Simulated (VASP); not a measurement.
# BaZrO3 (Pm-3m) in VASP: single point with PBE

Aim: the single point of BaZrO3 with PBE.

Everything below comes from runs of VASP 6.6.1. Logs are shortened: lines on timing, memory, paths and dates and some standing lists are left out, and cuts for length are marked.

## Step 1: The cell of the first run

It takes space group Pm-3m (No. 221, cubic). Conventional cell: a = 4.181 Å, b = 4.181 Å, c = 4.181 Å, α = 90.00°, β = 90.00°, γ = 90.00°. Ba (site symmetry m-3m) has 12 O at 2.96 Å and 8 Zr at 3.62 Å within 3.9 Å. Within 2.8 Å of Zr (site symmetry m-3m) lie 6 O at 2.09 Å. O (site symmetry 4/mmm) has 2 Zr at 2.09 Å within 2.8 Å.

## Step 2: Single point, PBE

Contents of INCAR:

```
ALGO     = Normal         # electronic algorithm
EDIFF    = 1E-6           # SCF threshold, eV
ENCUT    = 520            # plane-wave cutoff, eV
GGA      = PE             # functional
ISIF     = 2              # what is computed and relaxed
ISMEAR   = -1             # smearing method
LASPH    = True           # aspherical terms in the spheres
LCHARG   = False          # write CHGCAR
LREAL    = False          # projectors in reciprocal space
LWAVE    = False          # write WAVECAR
NBANDS   = 28             # bands
NELM     = 60             # most SCF steps
PREC     = Accurate       # precision mode
SIGMA    = 0.03           # smearing width, eV
```

Contents of KPOINTS:

```
k-points
0
Gamma
  5 5 5
```

Contents of POSCAR:

```
BaZrO3
1.0
    4.1815000000      0.0000000000      0.0000000000
    0.0000000000      4.1815000000      0.0000000000
    0.0000000000      0.0000000000      4.1815000000
Ba Zr O
1 1 3
Direct
    0.5000000000      0.5000000000      0.5000000000
    0.0000000000      0.0000000000      0.0000000000
    0.5000000000      0.0000000000      0.0000000000
    0.0000000000      0.5000000000      0.0000000000
    0.0000000000      0.0000000000      0.5000000000
```

Potentials or basis: VASP PAW PBE potentials, release 64 (Ba_sv, Zr_sv, O).

Launch:

```bash
$ cat potpaw_PBE.64/Ba_sv/POTCAR potpaw_PBE.64/Zr_sv/POTCAR potpaw_PBE.64/O/POTCAR > POTCAR
$ mpirun -np 1 vasp_std > vasp.out
```

OUTCAR:

```text
EDIFF = 1E-6
   ENCUT = 520
   GGA = PE
   ISIF = 2
   ISMEAR = -1
   LASPH = True
   LREAL = False
   NELM = 60
   PREC = Accurate

 ion  position               nearest neighbor table
   1  0.500  0.500  0.500-   3 2.96   4 2.96   5 2.96   3 2.96   4 2.96   3 2.96   5 2.96   3 2.96
                             4 2.96   5 2.96   4 2.96   5 2.96   2 3.62   2 3.62   2 3.62   2 3.62
   2  0.000  0.000  0.000-   3 2.09   4 2.09   5 2.09   5 2.09   4 2.09   3 2.09   1 3.62   1 3.62
                             1 3.62   1 3.62   1 3.62   1 3.62   1 3.62   1 3.62
   3  0.500  0.000  0.000-   2 2.09   2 2.09   1 2.96   1 2.96   1 2.96   1 2.96
   4  0.000  0.500  0.000-   2 2.09   2 2.09   1 2.96   1 2.96   1 2.96   1 2.96
   5  0.000  0.000  0.500-   2 2.09   2 2.09   1 2.96   1 2.96   1 2.96   1 2.96

  LATTYP: Found a simple cubic cell.
 ALAT       =     4.1815000000

  Lattice vectors:

 A1 = (   4.1815000000,   0.0000000000,   0.0000000000)
 A2 = (   0.0000000000,   4.1815000000,   0.0000000000)
 A3 = (   0.0000000000,   0.0000000000,   4.1815000000)

Analysis of symmetry for initial positions (statically):
=====================================================================
 Subroutine PRICEL returns:
 Original cell was already a primitive cell.

 Routine SETGRP: Setting up the symmetry group for a
 simple cubic supercell.

 Subroutine GETGRP returns: Found 48 space group operations
 (whereof 48 operations were pure point group operations)
 out of a pool of 48 trial point group operations.

The static configuration has the point symmetry O_h .

Analysis of symmetry for dynamics (positions and initial velocities):
=====================================================================
 Subroutine PRICEL returns:
 Original cell was already a primitive cell.

 Routine SETGRP: Setting up the symmetry group for a
 simple cubic supercell.

 Subroutine GETGRP returns: Found 48 space group operations
 (whereof 48 operations were pure point group operations)
 out of a pool of 48 trial point group operations.

The dynamic configuration has the point symmetry O_h .

 Subroutine INISYM returns: Found 48 space group operations
 (whereof 48 operations are pure point group operations),
 and found     1 'primitive' translations

----------------------------------------------------------------------------------------

                                     Primitive cell

  volume of cell :      73.1133

  direct lattice vectors                    reciprocal lattice vectors
     4.181500000  0.000000000  0.000000000     0.239148631  0.000000000  0.000000000
     0.000000000  4.181500000  0.000000000     0.000000000  0.239148631  0.000000000
     0.000000000  0.000000000  4.181500000     0.000000000  0.000000000  0.239148631

  length of vectors
     4.181500000  4.181500000  4.181500000     0.239148631  0.239148631  0.239148631

  position of ions in fractional coordinates (direct lattice)
     0.500000000  0.500000000  0.500000000
     0.000000000  0.000000000  0.000000000
     0.500000000  0.000000000  0.000000000
     0.000000000  0.500000000  0.000000000
     0.000000000  0.000000000  0.500000000

  ion indices of the primitive-cell ions
   primitive index   ion index
                 1           1
                 2           2
                 3           3
                 4           4
                 5           5

----------------------------------------------------------------------------------------

 KPOINTS: k-points

Automatic generation of k-mesh.
 Grid dimensions read from file:
 generate k-points for:    5    5    5

 Generating k-lattice:

  Cartesian coordinates                     Fractional coordinates (reciprocal lattice)
     0.047829726  0.000000000  0.000000000     0.200000000  0.000000000  0.000000000
     0.000000000  0.047829726  0.000000000     0.000000000  0.200000000  0.000000000
     0.000000000  0.000000000  0.047829726     0.000000000  0.000000000  0.200000000

  Length of vectors
     0.047829726  0.047829726  0.047829726

  Shift w.r.t. Gamma in fractional coordinates (k-lattice)
     0.000000000  0.000000000  0.000000000

 Subroutine IBZKPT returns following result:
 ===========================================

 Found     10 irreducible k-points:

 Following reciprocal coordinates:
            Coordinates               Weight
  0.000000  0.000000  0.000000      1.000000
  0.200000  0.000000  0.000000      6.000000
  0.400000  0.000000  0.000000      6.000000
  0.200000  0.200000  0.000000     12.000000
  0.400000  0.200000  0.000000     24.000000
  0.400000  0.400000  0.000000     12.000000
  0.200000  0.200000  0.200000      8.000000
  0.400000  0.200000  0.200000     24.000000
  0.400000  0.400000  0.200000     24.000000
  0.400000  0.400000  0.400000      8.000000
   k-points           NKPTS =     10   k-points in BZ     NKDIM =     10   number of bands    NBANDS=     28
   number of dos      NEDOS =    301   number of ions     NIONS =      5
   total plane-waves  NPLWV =  32768
   dimension x,y,z NGX =    32 NGY =   32 NGZ =   32
   dimension x,y,z NGXF=    64 NGYF=   64 NGZF=   64
   ions per type =               1   1   3
   NGX,Y,Z   is equivalent  to a cutoff of  12.72, 12.72, 12.72 a.u.
   NGXF,Y,Z  is equivalent  to a cutoff of  25.44, 25.44, 25.44 a.u.
 SYSTEM =  unknown system
   PREC   = accura    normal or accurate (medium, high low for compatibility)
   ISTART =      0    job   : 0-new  1-cont  2-samecut
   ICHARG =      2    charge: 1-file 2-atom 10-const
   ISPIN  =      1    spin polarized calculation?
   LNONCOLLINEAR =      F non collinear calculations
   LSORBIT =      F    spin-orbit coupling
   LASPH  =      T    aspherical Exc in radial PAW
   ENCUT  =  520.0 eV  38.22 Ry    6.18 a.u.   7.77  7.77  7.77*2*pi/ulx,y,z
   NELM   =     60;   NELMIN=  2; NELMDL= -5     # of ELM steps
   EDIFF  = 0.1E-05   stopping-criterion for ELM
   LREAL  =      F    real-space projection
   EDIFFG = 0.1E-04   stopping-criterion for IOM
   NSW    =      0    number of steps for IOM
   IBRION =     -1    ionic relax: 0-MD 1-quasi-New 2-CG
   NFREE  =      0    steps in history (QN), initial steepest desc. (CG)
   ISIF   =      2    stress and relaxation
   ISYM   =      2    0-nonsym 1-usesym 2-fastsym
   POTIM  = 0.5000    time-step for ionic-motion
   TEBEG  =    0.0;   TEEND  =   0.0 temperature during run
   PSTRESS=    0.0 pullay stress
   NELECT =      40.0000    total number of electrons
   NUPDOWN=      -1.0000    fix difference up-down
   EMIN   =  10.00;   EMAX   =-10.00  energy-range for DOS
   EFERMI =   0.00;   METHOD = LEGACY
   ISMEAR =    -1;   SIGMA  =   0.03  broadening in eV -4-tet -1-fermi 0-gaus
   EFERMI_NEDOS =   21; number of points for ismear=-14 and -15
   IALGO  =     38    algorithm
   IMIX   =      4    mixing-type and parameters
     AMIX     =   0.40;   BMIX     =  1.00
     AMIX_MAG =   1.60;   BMIX_MAG =  1.00
  volume/ion in A,a.u.               =      14.62        98.68
  Fermi-wavevector in a.u.,A,eV,Ry     =   1.338945  2.530239 24.392166  1.792774
  Thomas-Fermi vector in A             =   2.467376
   LORBIT       =      0    0 simple, 1 ext, 2 COOP (PROOUT), +10 PAW based schemes
   GGA     = PE    functional components
   LHFCALC =     F    Hartree Fock is set to
   AEXX    =    0.0000 exact exchange contribution
   IVDW    =     0    specifies the selected vdW correction
   LEPSILON=     F    determine dielectric tensor
   LRPA    =     F    only Hartree local field effects (RPA)
 non-spin polarized calculation
  energy-cutoff  :      520.00
  volume of cell :       73.11
 maximum number of plane-waves:      1975
 NGX is ok and might be reduce to    32
   NGX = 15   NGY = 15   NGZ = 15

 number of electron      40.0000004 magnetization

 Free energy of the ion-electron system (eV)
  ---------------------------------------------------
  ext. energy  EPLUGINS =         0.00000000
  ---------------------------------------------------
  free energy    TOTEN  =       -41.66567547 eV

  energy without entropy =      -41.66567547  energy(sigma->0) =      -41.66567547

 E-fermi :   4.5524     XC(G=0): -10.8070

 val. band max:        3.7349017267   @ k =   0.4000   0.4000   0.4000
 cond. band min:       7.0438683378   @ k =   0.0000   0.0000   0.0000
 fundamental gap:      3.3089666111
 Fermi energy:         4.5524098558

 k-point     1 :       0.0000    0.0000    0.0000
  band No.  band energies     occupation
      1     -43.1365      2.00000
      2     -21.4545      2.00000
      3     -21.3072      2.00000
      4     -21.3072      2.00000
      5     -21.3072      2.00000
      6     -12.5436      2.00000
[... 20 lines left out ...]
     27      11.3615      0.00000
     28      11.3615      0.00000

 k-point     2 :       0.2000    0.0000    0.0000
  band No.  band energies     occupation
      1     -43.1353      2.00000
      2     -21.5590      2.00000
      3     -21.3048      2.00000
      4     -21.3048      2.00000
      5     -21.2720      2.00000
      6     -12.5698      2.00000
[... 20 lines left out ...]
     27      11.3629      0.00000
     28      11.9548      0.00000

 k-point     3 :       0.4000    0.0000    0.0000
  band No.  band energies     occupation
      1     -43.1333      2.00000
      2     -21.7035      2.00000
      3     -21.3008      2.00000
      4     -21.3008      2.00000
      5     -21.2319      2.00000
      6     -12.7000      2.00000
[... 20 lines left out ...]
     27      11.3523      0.00000
     28      12.3522      0.00000

 k-point     4 :       0.2000    0.2000    0.0000
  band No.  band energies     occupation
      1     -43.1340      2.00000
      2     -21.5689      2.00000
      3     -21.3973      2.00000
      4     -21.3024      2.00000
      5     -21.2411      2.00000
      6     -12.4981      2.00000
[... 144 lines left out ...]
     27      11.7385      0.00000
     28      12.3704      0.00000

 k-point     9 :       0.4000    0.4000    0.2000
  band No.  band energies     occupation
      1     -43.1289      2.00000
      2     -21.5636      2.00000
      3     -21.5330      2.00000
      4     -21.3889      2.00000
      5     -21.3189      2.00000
      6     -12.0688      2.00000
[... 20 lines left out ...]
     27      11.8300      0.00000
     28      12.8289      0.00000

 k-point    10 :       0.4000    0.4000    0.4000
  band No.  band energies     occupation
      1     -43.1270      2.00000
      2     -21.5357      2.00000
      3     -21.5275      2.00000
      4     -21.5275      2.00000
      5     -21.3240      2.00000
      6     -11.4900      2.00000
[... 20 lines left out ...]
     27      12.6628      0.00000
     28      12.6628      0.00000

------------------------ aborting loop because EDIFF is reached ----------------------------------------

  FORCE on cell =-STRESS in cart. coord.  units (eV):
  Direction    XX          YY          ZZ          XY          YZ          ZX
  --------------------------------------------------------------------------------------
  -------------------------------------------------------------------------------------
  Total        2.8877738      2.8877738      2.8877738     -0.0000000      0.0000000     -0.0000000
  in kB       63.2815992     63.2815992     63.2815992     -0.0000000      0.0000000     -0.0000000
  external PRESSURE =      63.2815992 kB  Pullay stress =       0.0000000 kB

 VOLUME and BASIS-vectors are now :
 -----------------------------------------------------------------------------
  energy-cutoff  :      520.00
  volume of cell :       73.11
      direct lattice vectors                 reciprocal lattice vectors
     4.181500000  0.000000000  0.000000000     0.239148631  0.000000000  0.000000000
     0.000000000  4.181500000  0.000000000     0.000000000  0.239148631  0.000000000
     0.000000000  0.000000000  4.181500000     0.000000000  0.000000000  0.239148631

 POSITION                                       TOTAL-FORCE (eV/Angst)
 -----------------------------------------------------------------------------------
      2.09075      2.09075      2.09075         0.000000      0.000000      0.000000
      0.00000      0.00000      0.00000         0.000000      0.000000      0.000000
      2.09075      0.00000      0.00000         0.000000      0.000000      0.000000
      0.00000      2.09075      0.00000         0.000000      0.000000      0.000000
      0.00000      0.00000      2.09075         0.000000      0.000000      0.000000
 -----------------------------------------------------------------------------------
    total drift:                                0.000000      0.000000     -0.000000

  FREE ENERGIE OF THE ION-ELECTRON SYSTEM (eV)
  ---------------------------------------------------
  free  energy   TOTEN  =       -41.6656754672 eV

  energy  without entropy=      -41.6656754672  energy(sigma->0) =      -41.66567547
```

Run time: 32 s. Hardware: 1 thread of Intel Xeon 8259CL, shared host; peak memory 0.18 GiB.

What came out:

```
Free energy            : -41.6657 eV
Pressure               : 6.3 GPa
Band gap on the k mesh : 3.31 eV, indirect (least direct gap 3.42 eV)
```

Caveat: spin-orbit coupling is left out, which moves the levels of the heavy elements. A k mesh can miss the band edges.
